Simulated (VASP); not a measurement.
Here is a VASP 6.6.1 calculation.

Contents of POSCAR:

```
RbBr
1.0
    0.0000000000      3.4608260907      3.4608260907
    3.4608260907      0.0000000000      3.4608260907
    3.4608260907      3.4608260907      0.0000000000
Rb Br
1 1
Direct
    0.0000000000      0.0000000000      0.0000000000
    0.5000000000      0.5000000000      0.5000000000
```

The input INCAR.step1:

```
SYSTEM = RbBr
ALGO = Normal
EDIFF = 1E-5
ENCUT = 400
GGA = PE
GGA_COMPAT = .FALSE.
ISIF = 2
ISMEAR = 0
LASPH = .TRUE.
LCHARG = .FALSE.
LREAL = .FALSE.
LWAVE = .TRUE.
NBANDS = 15
NELM = 120
PREC = Accurate
SIGMA = 0.5
```

The input INCAR.step2:

```
SYSTEM = RbBr
ALGO = Normal
EDIFF = 1E-6
ENCUT = 400
GGA = PE
GGA_COMPAT = .FALSE.
HFSCREEN = 0.2079
ISIF = 2
ISMEAR = 0
ISTART = 1
LASPH = .TRUE.
LCHARG = .FALSE.
LHFCALC = .TRUE.
LREAL = .FALSE.
LWAVE = .FALSE.
NBANDS = 15
NELM = 120
PREC = Accurate
PRECFOCK = Normal
SIGMA = 0.5
```

File KPOINTS:

```
k-points
0
G
  4 4 4
  0 0 0
```

Potentials or basis: VASP PAW PBE potentials, release 64 (Rb_sv, Br).

The run is started by

```bash
$ cat potpaw_PBE.64/Rb_sv/POTCAR potpaw_PBE.64/Br/POTCAR > POTCAR
$ cp INCAR.step1 INCAR
$ mpirun -np 1 vasp_std > vasp.out
$ cp INCAR.step2 INCAR
$ mpirun -np 1 vasp_std > vasp.out
```

Task: Predict the band gap on the k mesh.

Result: 5.44 eV.

Task: What does it give for the pressure?

Result: 0.3 GPa.

Caveat: so wide a smearing shifts energies and pressures; the PAW data sets were made with another functional, which shifts forces and pressure a little.
